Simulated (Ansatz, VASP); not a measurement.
CsPbCl3: VASP beside Ansatz

```
Cs Pb Cl
1.0
     5.73441    0.00000    0.00000
     0.00000    5.73441    0.00000
     0.00000    0.00000    5.73441
Cs Pb Cl
1 1 3
Direct
  0.00000 0.00000 0.00000
  0.50000 0.50000 0.50000
  0.00000 0.50000 0.50000
  0.50000 0.00000 0.50000
  0.50000 0.50000 0.00000
```

Alike in both runs: functional PBE; k mesh 6 × 6 × 6; occupations gaussian, width 0.02 eV; no spin polarisation.

Ansatz relaxed the structure, and its values are those at the end. VASP's run is a single point on that final structure, the one shown.

```csv
,VASP,Ansatz
version,VASP 6.6.1,Ansatz 0.2.0
potentials or method,"VASP PAW PBE potentials, release 64 (Cs_sv, Pb_d, Cl), cutoff 520 eV","scalar-relativistic, plane waves, PAW"
valence electrons in the cell,44,44
```

Ansatz gave:

| Quantity | Value |
| --- | --- |
| gap on the k mesh at the Fermi level (eV) | 2.21 |
| least direct gap on the mesh (eV) | 2.21 |
| pressure (GPa) | 0.0 |

Task: What did VASP give for the same quantities?

Result: gap on the k mesh at the Fermi level (eV): 2.22; least direct gap on the mesh (eV): 2.22; pressure (GPa): 0.0.

With one functional, cell and mesh, what is left measures potentials, basis and numerics.

Neither program's run includes spin-orbit coupling.
